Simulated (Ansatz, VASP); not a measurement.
# One calculation of AlCu3, two programs

```xyz
4
Lattice="0.0000 2.9120 2.9120 2.9120 0.0000 2.9120 2.9120 2.9120 0.0000" Properties=species:S:1:pos:R:3 pbc="T T T"
Al    0.0000    0.0000    0.0000
Cu    2.9120    2.9120    2.9120
Cu    1.4560    1.4560    1.4560
Cu    4.3680    4.3680    4.3680
```

Alike in both runs: task single point; functional PBEsol; k mesh 12 × 12 × 12; occupations gaussian, width 0.1 eV; no spin polarisation.

|  | VASP | Ansatz |
| --- | --- | --- |
| version | VASP 6.6.1 | Ansatz 0.2.0 |
| potentials or method | VASP PAW PBE potentials, release 64 (Al, Cu), cutoff 520 eV | scalar-relativistic, plane waves, PAW |
| valence electrons in the cell | 36 | 60 |

|  | VASP | Ansatz | Ansatz less VASP |
| --- | --- | --- | --- |
| gap on the k mesh at the Fermi level (eV) | none | none | - |
| pressure (GPa) | -3.4 | -4.2 | -0.78 |

VASP's potentials were made for PBE, not for PBEsol. A gap of «none» marks a metal or a gap that the smearing closes. VASP's potentials hold 36 valence electrons a cell and Ansatz's 60, so a difference there can come from the potentials and not from the codes.
